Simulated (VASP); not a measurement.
SnPb5Se6, 12 atoms in the cell. Symmetry: P-3m1, No. 164, trigonal system. Conventional cell: a = 4.381 Å, b = 4.381 Å, c = 21.453 Å, α = 90.00°, β = 90.00°, γ = 120.00°. Within 4.0 Å of Sn (site symmetry -3m) lie 6 Se at 3.05 Å. Within 4.1 Å of Pb (site symmetry -3m) lie 6 Se at 3.11 Å. Pb (site symmetry 3m) has 6 Se at 3.11 Å within 4.1 Å. Pb (site symmetry 3m) has 6 Se at 3.11 Å within 4.1 Å. Se (site symmetry 3m) has 6 Pb at 3.11 Å within 4.1 Å. Within 4.1 Å of Se (site symmetry 3m) lie 6 Pb at 3.11 Å. Within 4.0 Å of Se (site symmetry 3m) lie 3 Sn at 3.05 Å and 3 Pb at 3.11 Å. 

```yaml
Program: VASP 6.6.1
Task: single point
Functional: PBE
Potentials_or_basis: VASP PAW PBE potentials, release 64 (Sn_d, Pb_d, Se)
Cutoff: 520 eV
k_mesh: 6 × 6 × 1
Occupations: gaussian, width 0.1 eV
Spin: no spin polarisation
Dipole_correction: no
Further_INCAR_settings: ALGO = Normal; EDIFF = 1e-07; NBANDS = 72
```

Potentials or basis: VASP PAW PBE potentials, release 64 (Sn_d, Pb_d, Se).

Launch:

```console
$ cat potpaw_PBE.64/Sn_d/POTCAR potpaw_PBE.64/Pb_d/POTCAR potpaw_PBE.64/Se/POTCAR > POTCAR
$ mpirun -np 1 vasp_std > vasp.out
```

Hardware: 1 thread of Intel(R) Xeon(R) Platinum 8375C CPU @ 2.90GHz (Ice Lake), with other jobs on the host.

How long does it take, and how much memory?

It took 3.6 min on 1 thread of Intel(R) Xeon(R) Platinum 8375C CPU @ 2.90GHz (Ice Lake) (shared host), peak memory 0.55 GiB. Counts: scf iterations 15, k points 7.
